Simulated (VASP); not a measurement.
# C in VASP: notebook

C is run at these levels: PBE+D3(BJ); tasks: single point.

Everything below comes from runs of VASP 6.6.1. Logs are shortened: lines on timing, memory, paths and dates and some standing lists are left out, and cuts for length are marked.

### 1 The cell of the first run

The cell holds a slab with vacuum, 2 atoms: a = 2.566 Å, b = 2.566 Å, c = 26.002 Å, α = 90.00°, β = 90.00°, γ = 120.00°.

### 2 Single point, PBE+D3(BJ)

INCAR

```
ALGO = Normal
DIPOL = 0.5 0.5 0.500
EDIFF = 1E-6
ENCUT = 520
GGA = PE
IDIPOL = 3
ISIF = 2
ISMEAR = 0
IVDW = 12
LASPH = T
LCHARG = F
LDIPOL = T
LREAL = F
LWAVE = F
NBANDS = 11
NELM = 80
PREC = Accurate
SIGMA = 0.1
```

KPOINTS

```
k-points
0
Gamma
  21 21 1
```

POSCAR

```
C
1.0
    2.5660000000      0.0000000000      0.0000000000
   -1.2830000000      2.2222211861      0.0000000000
    0.0000000000      0.0000000000     26.0024170307
C
2
Direct
    0.6666666667      0.3333333333      0.5000000000
    0.3333333333      0.6666666667      0.5000000000
```

Potentials or basis: VASP PAW PBE potentials, release 64 (C).

Command:

```bash
$ cat potpaw_PBE.64/C/POTCAR > POTCAR
$ mpirun -np 1 vasp_std > vasp.out
```

OUTCAR:

```text
EDIFF = 1E-6
   ENCUT = 520
   GGA = PE
   ISIF = 2
   ISMEAR = 0
   IVDW = 12
   LASPH = T
   LREAL = F
   NELM = 80
   PREC = Accurate
 IVDW          = 12

 ion  position               nearest neighbor table
   1  0.667  0.333  0.500-   2 1.48   2 1.48   2 1.48
   2  0.333  0.667  0.500-   1 1.48   1 1.48   1 1.48

  LATTYP: Found a hexagonal cell.
 ALAT       =     2.5660000000
 C/A-ratio  =    10.1334438935

  Lattice vectors:

 A1 = (   2.5660000000,   0.0000000000,   0.0000000000)
 A2 = (  -1.2830000000,   2.2222211861,   0.0000000000)
 A3 = (   0.0000000000,   0.0000000000,  26.0024170307)

Analysis of symmetry for initial positions (statically):
=====================================================================
 Subroutine PRICEL returns:
 Original cell was already a primitive cell.

 Routine SETGRP: Setting up the symmetry group for a
 hexagonal supercell.

 Subroutine GETGRP returns: Found 24 space group operations
 (whereof 24 operations were pure point group operations)
 out of a pool of 24 trial point group operations.

The static configuration has the point symmetry D_6h.

Analysis of symmetry for dynamics (positions and initial velocities):
=====================================================================
 Subroutine PRICEL returns:
 Original cell was already a primitive cell.

 Routine SETGRP: Setting up the symmetry group for a
 hexagonal supercell.

 Subroutine GETGRP returns: Found 24 space group operations
 (whereof 24 operations were pure point group operations)
 out of a pool of 24 trial point group operations.

The dynamic configuration has the point symmetry D_6h.

 Subroutine INISYM returns: Found 24 space group operations
 (whereof 24 operations are pure point group operations),
 and found     1 'primitive' translations

----------------------------------------------------------------------------------------

                                     Primitive cell

  volume of cell :     148.2715

  direct lattice vectors                    reciprocal lattice vectors
     2.566000000  0.000000000  0.000000000     0.389711613  0.225000105  0.000000000
    -1.283000000  2.222221186  0.000000000     0.000000000  0.450000210  0.000000000
     0.000000000  0.000000000 26.002417031     0.000000000  0.000000000  0.038457963

  length of vectors
     2.566000000  2.566000000 26.002417031     0.450000210  0.450000210  0.038457963

  position of ions in fractional coordinates (direct lattice)
     0.666666667  0.333333333  0.500000000
[... 94 lines left out ...]
   EFERMI_NEDOS =   21; number of points for ismear=-14 and -15
   IALGO  =     38    algorithm
   IMIX   =      4    mixing-type and parameters
     AMIX     =   0.40;   BMIX     =  1.00
     AMIX_MAG =   1.60;   BMIX_MAG =  1.00
  volume/ion in A,a.u.               =      74.14       500.29
  Fermi-wavevector in a.u.,A,eV,Ry     =   0.618613  1.169009  5.206703  0.382682
  Thomas-Fermi vector in A             =   1.677117
   LORBIT       =      0    0 simple, 1 ext, 2 COOP (PROOUT), +10 PAW based schemes
   GGA     = PE    functional components
   LHFCALC =     F    Hartree Fock is set to
   AEXX    =    0.0000 exact exchange contribution
   IVDW    =    12    specifies the selected vdW correction
   LEPSILON=     F    determine dielectric tensor
   LRPA    =     F    only Hartree local field effects (RPA)
 non-spin polarized calculation
 Gauss-broadening in eV      SIGMA  =   0.10
  energy-cutoff  :      520.00
  volume of cell :      148.27
 maximum number of plane-waves:      4021
 NGX is ok and might be reduce to    20
   NGX =  9   NGY =  9   NGZ = 97

 dipolmoment           0.000000      0.000000      0.000000 electrons x Angstroem

 number of electron       8.0000000 magnetization

 dipolmoment           0.000000      0.000000     -0.000000 electrons x Angstroem

 Free energy of the ion-electron system (eV)
  ---------------------------------------------------
  ext. energy  EPLUGINS =         0.00000000
  ---------------------------------------------------
  free energy    TOTEN  =       -18.25733302 eV

  energy without entropy =      -18.25682128  energy(sigma->0) =      -18.25707715

 E-fermi :  -3.4622     XC(G=0):  -1.6450

 val. band max:       -3.4621705742   @ k =   0.3333   0.3333   0.0000
 cond. band min:      -3.4621705688   @ k =   0.3333   0.3333   0.0000
 fundamental gap:      0.0000000053
 Fermi energy:        -3.4621705718

 k-point     1 :       0.0000    0.0000    0.0000
  band No.  band energies     occupation
      1     -22.0466      2.00000
      2     -10.3079      2.00000
      3      -6.5338      2.00000
      4      -6.5338      2.00000
      5       0.1497      0.00000
      6       0.8974      0.00000
      7       1.1670      0.00000
      8       1.6327      0.00000
      9       1.9239      0.00000
     10       2.8236      0.00000
     11       3.2261      0.00000
[... 309 lines left out ...]
 k-point    24 :       0.1905    0.0952    0.0000
  band No.  band energies     occupation
      1     -20.6633      2.00000
      2     -10.4765      2.00000
      3      -8.7435      2.00000
      4      -8.7192      2.00000
      5       2.0304      0.00000
      6       2.7771      0.00000
      7       3.0428      0.00000
      8       3.0987      0.00000
      9       3.5523      0.00000
     10       3.8433      0.00000
     11       4.4394      0.00000

 [... further k-points ...]

------------------------ aborting loop because EDIFF is reached ----------------------------------------

 vacuum level on the upper side and lower side of the slab       (xc-potential included)        -0.010        -0.010

 Edisp (eV)   -0.16931

 E8    (eV) :    -0.0531

  FORCE on cell =-STRESS in cart. coord.  units (eV):
  Direction    XX          YY          ZZ          XY          YZ          ZX
  --------------------------------------------------------------------------------------
  -------------------------------------------------------------------------------------
  Total      -4.97652    -4.97652    -0.00957    -0.00000    -0.00000     0.00000
  in kB     -53.77478   -53.77478    -0.10342    -0.00000    -0.00000     0.00000
  external pressure =      -35.88 kB  Pullay stress =        0.00 kB

 VOLUME and BASIS-vectors are now :
 -----------------------------------------------------------------------------
  energy-cutoff  :      520.00
  volume of cell :      148.27
      direct lattice vectors                 reciprocal lattice vectors
     2.566000000  0.000000000  0.000000000     0.389711613  0.225000105  0.000000000
    -1.283000000  2.222221186  0.000000000     0.000000000  0.450000210  0.000000000
     0.000000000  0.000000000 26.002417031     0.000000000  0.000000000  0.038457963

 POSITION                                       TOTAL-FORCE (eV/Angst)
 -----------------------------------------------------------------------------------
      1.28300      0.74074     13.00121        -0.000000      0.000000      0.000000
     -0.00000      1.48148     13.00121         0.000000      0.000000     -0.000000
 -----------------------------------------------------------------------------------
    total drift:                               -0.000000      0.000000     -0.000000

  FREE ENERGIE OF THE ION-ELECTRON SYSTEM (eV)
  ---------------------------------------------------
  free  energy   TOTEN  =       -18.4266468244 eV

  energy  without entropy=      -18.4261350878  energy(sigma->0) =      -18.42639096

 vacuum level on the upper side and lower side of the slab         1.095         1.095
```

stdout:

```text
POSCAR found type information on POSCAR C
 POSCAR found :  1 types and       2 ions
 scaLAPACK will be used
 LDA part: xc-table for (Slater+PW92), standard interpolation
 POSCAR, INCAR and KPOINTS ok, starting setup
 FFT: planning ... GRIDC
 FFT: planning ... GRID_SOFT
 FFT: planning ... GRID
 WAVECAR not read
 entering main loop
```

Run time: 49 s. Hardware: 1 thread of Intel Xeon 6975P-C (Granite Rapids), shared host; peak memory 0.28 GiB.

Results:

- Free energy: -18.4266 eV
- Band gap on the k mesh: zero (filled and empty bands touch)
- Dispersion energy per atom: -0.085 eV

### 3 Single point, PBE+D3(BJ)

This run uses another cell than the first one, of 76.94 Å³/atom, 1.038 times its volume.

INCAR

```
ALGO = Normal
DIPOL = 0.5 0.5 0.500
EDIFF = 1E-7
ENCUT = 520
GGA = PE
IDIPOL = 3
ISIF = 2
ISMEAR = 0
IVDW = 12
LASPH = T
LCHARG = T
LDIPOL = T
LELF = T
LREAL = F
LVACPOTAV = T
LVHAR = T
LWAVE = F
NBANDS = 11
NELM = 80
PREC = Accurate
SIGMA = 0.1
```

KPOINTS is that of step 2.

POSCAR

```
C
1.0
    2.6140000000      0.0000000000      0.0000000000
   -1.3070000000      2.2637904055      0.0000000000
    0.0000000000      0.0000000000     26.0024170307
C
2
Direct
    0.6666666667      0.3333333333      0.5000000000
    0.3333333333      0.6666666667      0.5000000000
```

Potentials or basis: VASP PAW PBE potentials, release 64 (C).

Command:

```bash
$ cat potpaw_PBE.64/C/POTCAR > POTCAR
$ mpirun -np 1 vasp_std > vasp.out
```

Wall time 54 s (1 thread of Intel Xeon 6975P-C (Granite Rapids), shared host); peak memory 0.28 GiB.

The run converged. Its results:

- Free energy: -18.2051 eV
- Band gap on the k mesh: zero (filled and empty bands touch)
- Dispersion energy per atom: -0.082 eV
- Work function of the upper face: 4.71 eV
- Work function of the lower face: 4.71 eV

Levels at points of the mesh, in eV from the Fermi level:
| k point | band 1 | band 2 | band 3 | band 4 | band 5 | band 6 | band 7 | band 8 | band 9 |
| --- | --- | --- | --- | --- | --- | --- | --- | --- | --- |
| (0.00, 0.00, 0.00) | -18.16 | -6.51 | -3.07 | -3.07 | 3.76 | 4.50 | 4.78 | 5.25 | 5.53 |

### 4 Single point, PBE+D3(BJ)

This run uses another cell than the first one, of 58.58 Å³/atom, 0.790 times its volume.

INCAR

```
PREC     = Accurate       # precision mode
ENCUT    = 520            # plane-wave cutoff, eV
EDIFF    = 1E-6           # SCF threshold, eV
ISMEAR   = 0              # smearing method
SIGMA    = 0.1            # smearing width, eV
LREAL    = F              # projectors in reciprocal space
LASPH    = T              # aspherical terms in the spheres
NELM     = 60             # most SCF steps
ALGO     = Normal         # electronic algorithm
ISIF     = 2              # what is computed and relaxed
LWAVE    = F              # write WAVECAR
LCHARG   = F              # write CHGCAR
LDIPOL   = T            
IDIPOL   = 3            
DIPOL    = 0.5 0.5 0.500
GGA      = PE             # functional
IVDW     = 12             # dispersion correction
NBANDS   = 11             # bands
```

KPOINTS

```
Automatic mesh
0
Gamma
  21 21 1
```

POSCAR

```
C
1.0
    2.2810000000      0.0000000000      0.0000000000
   -1.1405000000      1.9754039460      0.0000000000
    0.0000000000      0.0000000000     26.0024170307
C
2
Direct
    0.6666666667      0.3333333333      0.5000000000
    0.3333333333      0.6666666667      0.5000000000
```

Command:

```bash
$ cat potpaw_PBE.64/C/POTCAR > POTCAR
$ mpirun -np 1 vasp_std > vasp.out
```

Run time: 57 s. Hardware: 1 thread of AMD EPYC 7R13 (Zen 3), shared host; peak memory 0.22 GiB.

Results (log left out):

| Property | Result |
| --- | --- |
| Free energy | -17.6577 eV |
| Band gap on the k mesh | zero (filled and empty bands touch) |
| Dispersion energy per atom | -0.080 eV |

Levels at points of the mesh, in eV from the Fermi level:
| k point | band 1 | band 2 | band 3 | band 4 | band 5 | band 6 | band 7 | band 8 | band 9 |
| --- | --- | --- | --- | --- | --- | --- | --- | --- | --- |
| (0.00, 0.00, 0.00) | -21.47 | -9.33 | -2.87 | -2.87 | 2.47 | 3.28 | 3.54 | 4.00 | 4.29 |

### 5 Single point, PBE+D3(BJ)

This run uses another cell than the first one, of 61.02 Å³/atom, 0.823 times its volume.

INCAR

```
SYSTEM = C
ALGO     = Normal         ! electronic algorithm
DIPOL    = 0.5 0.5 0.500
EDIFF    = 1E-7           ! SCF threshold, eV
ENCUT    = 520            ! plane-wave cutoff, eV
GGA      = PE             ! functional
IDIPOL   = 3            
ISIF     = 2              ! what is computed and relaxed
ISMEAR   = 0              ! smearing method
IVDW     = 12             ! dispersion correction
LASPH    = .True.         ! aspherical terms in the spheres
LCHARG   = .False.        ! write CHGCAR
LDIPOL   = .True.       
LREAL    = .False.        ! projectors in reciprocal space
LWAVE    = .False.        ! write WAVECAR
NBANDS   = 11             ! bands
NELM     = 80             ! most SCF steps
PREC     = Accurate       ! precision mode
SIGMA    = 0.1            ! smearing width, eV
```

KPOINTS

```
k-points
0
Gamma
  21 21 1
  0 0 0
```

POSCAR

```
C
1.0
    2.3280000000      0.0000000000      0.0000000000
   -1.1640000000      2.0161071400      0.0000000000
    0.0000000000      0.0000000000     26.0024170307
C
2
Direct
    0.6666666667      0.3333333333      0.5000000000
    0.3333333333      0.6666666667      0.5000000000
```

Command:

```bash
$ cat potpaw_PBE.64/C/POTCAR > POTCAR
$ mpirun -np 1 vasp_std > vasp.out
```

Wall time 3 min (1 thread of AMD EPYC 7R13 (Zen 3), shared host); peak memory 0.22 GiB.

Results (log left out):

* Free energy: -18.1069 eV
* Band gap on the k mesh: zero (filled and empty bands touch)
* Dispersion energy per atom: -0.082 eV

Levels at points of the mesh, in eV from the Fermi level:
| k point | band 1 | band 2 | band 3 | band 4 | band 5 | band 6 | band 7 | band 8 |
| --- | --- | --- | --- | --- | --- | --- | --- | --- |
| (0.00, 0.00, 0.00) | -20.95 | -8.85 | -2.93 | -2.93 | 2.69 | 3.50 | 3.77 | 4.23 |

(Continued in part 2 of 2.)
